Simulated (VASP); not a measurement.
# TiO2 (P4_2/mnm) in VASP: notebook, part 2 of 2

VASP 6.6.1. Earlier steps stand in the parts before.

## (4) Relaxation of shape and atoms at fixed volume, RPBE+D4

This run uses another cell than the first one, of 10.41 Å³/atom.

Input file INCAR:

```
SYSTEM = TiO2
ALGO = Normal
EDIFF = 1E-7
EDIFFG = -0.02
ENCUT = 600
GGA = RP
GGA_COMPAT = .FALSE.
IBRION = 2
ISIF = 4
ISMEAR = 0
IVDW = 13
LASPH = .TRUE.
LCHARG = .FALSE.
LREAL = .FALSE.
LWAVE = .FALSE.
NELM = 120
NELMIN = 4
NSW = 60
PREC = Accurate
SIGMA = 0.05
```

Input file KPOINTS:

```
k-points
0
G
  6 6 8
  0 0 0
```

Input file POSCAR:

```
TiO2
1.0
    4.6001622787      0.0000000000      0.0000000000
    0.0000000000      4.6001622787      0.0000000000
    0.0000000000      0.0000000000      2.9510772244
Ti O
2 4
Direct
    0.0000000000      0.0000000000      0.0000000000
    0.5000000000      0.5000000000      0.5000000000
    0.3043388836      0.3043388836      0.0000000000
    0.8043388836      0.1956611164      0.5000000000
    0.1956611164      0.8043388836      0.5000000000
    0.6956611164      0.6956611164      0.0000000000
```

Potentials or basis: VASP PAW PBE potentials, release 64 (Ti_sv, O).

Started as:

```sh
> cat potpaw_PBE.64/Ti_sv/POTCAR potpaw_PBE.64/O/POTCAR > POTCAR
> mpirun -np 1 vasp_std > vasp.out
```

OUTCAR:

```text
SYSTEM = TiO2
   EDIFF = 1E-7
   EDIFFG = -0.02
   ENCUT = 600
   GGA = RP
   IBRION = 2
   ISIF = 4
   ISMEAR = 0
   IVDW = 13
   LASPH = .TRUE.
   LREAL = .FALSE.
   NELM = 120
   NELMIN = 4
   NSW = 60
   PREC = Accurate

 ion  position               nearest neighbor table
   1  0.000  0.000  0.000-   4 1.95   5 1.95   4 1.95   5 1.95   3 1.98   6 1.98
   2  0.500  0.500  0.500-   3 1.95   6 1.95   3 1.95   6 1.95   5 1.98   4 1.98
   3  0.304  0.304  0.000-   2 1.95   2 1.95   1 1.98
   4  0.804  0.196  0.500-   1 1.95   1 1.95   2 1.98
   5  0.196  0.804  0.500-   1 1.95   1 1.95   2 1.98
   6  0.696  0.696  0.000-   2 1.95   2 1.95   1 1.98

  LATTYP: Found a simple tetragonal cell.
 ALAT       =     4.6001622787
 C/A-ratio  =     0.6415158957

  Lattice vectors:

 A1 = (   4.6001622787,   0.0000000000,   0.0000000000)
 A2 = (   0.0000000000,   4.6001622787,   0.0000000000)
 A3 = (   0.0000000000,   0.0000000000,   2.9510772244)

Analysis of symmetry for initial positions (statically):
=====================================================================
 Subroutine PRICEL returns:
 Original cell was already a primitive cell.

 Routine SETGRP: Setting up the symmetry group for a
 simple tetragonal supercell.

 Subroutine GETGRP returns: Found 16 space group operations
 (whereof  8 operations were pure point group operations)
 out of a pool of 16 trial point group operations.

The static configuration has the point symmetry D_2h.
 The point group associated with its full space group is D_4h.

Analysis of symmetry for dynamics (positions and initial velocities):
=====================================================================
 Subroutine PRICEL returns:
 Original cell was already a primitive cell.

 Routine SETGRP: Setting up the symmetry group for a
 simple tetragonal supercell.

 Subroutine GETGRP returns: Found 16 space group operations
 (whereof  8 operations were pure point group operations)
 out of a pool of 16 trial point group operations.

The dynamic configuration has the point symmetry D_2h.
 The point group associated with its full space group is D_4h.

 Subroutine INISYM returns: Found 16 space group operations
 (whereof  8 operations are pure point group operations),
 and found     1 'primitive' translations

----------------------------------------------------------------------------------------

                                     Primitive cell

  volume of cell :      62.4492

  direct lattice vectors                    reciprocal lattice vectors
     4.600162279  0.000000000  0.000000000     0.217383635  0.000000000  0.000000000
     0.000000000  4.600162279  0.000000000     0.000000000  0.217383635  0.000000000
     0.000000000  0.000000000  2.951077224     0.000000000  0.000000000  0.338859313

  length of vectors
     4.600162279  4.600162279  2.951077224     0.217383635  0.217383635  0.338859313
[... 130 lines left out ...]

 number of electron      47.9999988 magnetization

 Free energy of the ion-electron system (eV)
  ---------------------------------------------------
  ext. energy  EPLUGINS =         0.00000000
  ---------------------------------------------------
  free energy    TOTEN  =       -51.11994566 eV

  energy without entropy =      -51.11994566  energy(sigma->0) =      -51.11994566

------------------------ aborting loop because EDIFF is reached ----------------------------------------

  DFT-D4 for vdW energy calculation

  Edisp (eV):   -2.70690

  FORCE on cell =-STRESS in cart. coord.  units (eV):
  Direction    XX          YY          ZZ          XY          YZ          ZX
  --------------------------------------------------------------------------------------
  -------------------------------------------------------------------------------------
  Total       0.00447     0.00447     0.45255     0.00000     0.00000     0.00000
  in kB       0.11471     0.11471    11.61050     0.00000     0.00000     0.00000
  external pressure =        3.95 kB  Pullay stress =        0.00 kB

 VOLUME and BASIS-vectors are now :
 -----------------------------------------------------------------------------
  energy-cutoff  :      600.00
  volume of cell :       62.45
      direct lattice vectors                 reciprocal lattice vectors
     4.600162279  0.000000000  0.000000000     0.217383635  0.000000000  0.000000000
     0.000000000  4.600162279  0.000000000     0.000000000  0.217383635  0.000000000
     0.000000000  0.000000000  2.951077224     0.000000000  0.000000000  0.338859313

 POSITION                                       TOTAL-FORCE (eV/Angst)
 -----------------------------------------------------------------------------------
      0.00000      0.00000      0.00000         0.000000      0.000000     -0.000000
      2.30008      2.30008      1.47554         0.000000      0.000000     -0.000000
      1.40001      1.40001      0.00000        -0.026441     -0.026441      0.000000
      3.70009      0.90007      1.47554        -0.026441      0.026441     -0.000000
      0.90007      3.70009      1.47554         0.026441     -0.026441      0.000000
      3.20015      3.20015      0.00000         0.026441      0.026441     -0.000000
 -----------------------------------------------------------------------------------
    total drift:                                0.000000     -0.000000      0.000000

  FREE ENERGIE OF THE ION-ELECTRON SYSTEM (eV)
  ---------------------------------------------------
  free  energy   TOTEN  =       -53.8268454388 eV

  energy  without entropy=      -53.8268454388  energy(sigma->0) =      -53.82684544

--------------------------------------- Ionic step        2  -------------------------------------------

 number of electron      47.9999988 magnetization

 Free energy of the ion-electron system (eV)
  ---------------------------------------------------
  ext. energy  EPLUGINS =         0.00000000
  ---------------------------------------------------
  free energy    TOTEN  =       -51.12067039 eV

  energy without entropy =      -51.12067039  energy(sigma->0) =      -51.12067039

 E-fermi :   5.3512     XC(G=0): -11.1477

 val. band max:        5.0057163398   @ k =   0.0000   0.0000   0.0000
 cond. band min:       6.8771773733   @ k =   0.0000   0.0000   0.0000
 fundamental gap:      1.8714610335
 Fermi energy:         5.3511902206

 k-point     1 :       0.0000    0.0000    0.0000
  band No.  band energies     occupation
      1     -52.0840      2.00000
      2     -52.0672      2.00000
      3     -28.3187      2.00000
      4     -28.3187      2.00000
      5     -28.1547      2.00000
      6     -28.1547      2.00000
[... 733 lines left out ...]
     27       8.1929      0.00000
     28       8.1929      0.00000

 [... further k-points ...]

------------------------ aborting loop because EDIFF is reached ----------------------------------------

  DFT-D4 for vdW energy calculation

  Edisp (eV):   -2.70690

  FORCE on cell =-STRESS in cart. coord.  units (eV):
  Direction    XX          YY          ZZ          XY          YZ          ZX
  --------------------------------------------------------------------------------------
  -------------------------------------------------------------------------------------
  Total       0.04340     0.04340     0.10151     0.00000     0.00000     0.00000
  in kB       1.11346     1.11346     2.60441     0.00000     0.00000     0.00000
  external pressure =        1.61 kB  Pullay stress =        0.00 kB

 VOLUME and BASIS-vectors are now :
 -----------------------------------------------------------------------------
  energy-cutoff  :      600.00
  volume of cell :       62.45
      direct lattice vectors                 reciprocal lattice vectors
     4.594644476 -0.000000000  0.000000000     0.217644696 -0.000000000  0.000000000
     0.000000000  4.594644476  0.000000000     0.000000000  0.217644696  0.000000000
     0.000000000  0.000000000  2.958169499     0.000000000  0.000000000  0.338046890

 POSITION                                       TOTAL-FORCE (eV/Angst)
 -----------------------------------------------------------------------------------
      0.00000      0.00000      2.95817        -0.000000      0.000000     -0.000000
      2.29732      2.29732      1.47908        -0.000000      0.000000     -0.000000
      1.39705      1.39705      0.00000         0.001413      0.001413     -0.000000
      3.69438      0.90027      1.47908         0.001413     -0.001413      0.000000
      0.90027      3.69438      1.47908        -0.001413      0.001413     -0.000000
      3.19759      3.19759      2.95817        -0.001413     -0.001413      0.000000
 -----------------------------------------------------------------------------------
    total drift:                                0.000000      0.000000      0.000000

  FREE ENERGIE OF THE ION-ELECTRON SYSTEM (eV)
  ---------------------------------------------------
  free  energy   TOTEN  =       -53.8275679849 eV

  energy  without entropy=      -53.8275679849  energy(sigma->0) =      -53.82756798

 reached required accuracy - stopping structural energy minimisation
```

Wall time 4.3 min (1 thread of Oxide Virtual Turin-like, shared host); peak memory 0.22 GiB.

What came out:

```
Free energy                : -53.8276 eV
Energy gained by relaxing  : 0.1 meV/atom
Ionic steps                : 2
Pressure after relaxing    : 0.2 GPa
Band gap on the k mesh     : 1.87 eV
Dispersion energy per atom : -0.451 eV
```

The path:
```tsv
step	energy change (eV)	largest force (eV/Å)	pressure (GPa)	volume (Å³)
1	0.0000	0.0374	0.39	62.45
2	-0.0007	0.0020	0.16	62.45
```

Final structure:
```
Ti O
1.0
     4.59464    0.00000    0.00000
     0.00000    4.59464    0.00000
     0.00000    0.00000    2.95817
Ti O
2 4
Direct
  0.00000 0.00000 0.00000
  0.50000 0.50000 0.50000
  0.30406 0.30406 0.00000
  0.80406 0.19594 0.50000
  0.19594 0.80406 0.50000
  0.69594 0.69594 0.00000
```

Caveat: the PAW data sets were made with another functional, which shifts forces and pressure a little.

## (5) Summary

| level | cell | gap on the mesh (eV) | pressure (GPa) |
| --- | --- | --- | --- |
| RPBE+D4 | relaxed from a = 4.589, b = 4.589, c = 2.953 Å, 6 atoms, atomic positions A | 1.88 | 1.0 |
| PBE | relaxed from a = 4.594, b = 4.594, c = 2.959 Å, 6 atoms, atomic positions B | 1.84 | 5.3 |
| RPBE+D4 | relaxed from a = 4.600, b = 4.600, c = 2.951 Å, 6 atoms, atomic positions A | 1.87 | 0.2 |

Alike in all rows: task relaxation of shape and atoms at fixed volume; potentials or basis VASP PAW PBE potentials, release 64 (Ti_sv, O); no spin polarisation; k mesh 6 × 6 × 8; cutoff (eV) 600; smearing gaussian 0.05 eV.

Caveats: the PAW data sets were made with another functional, which shifts forces and pressure a little (at least some runs).

Total energies depend on the potentials used, so only differences within one code and one set of settings carry meaning.
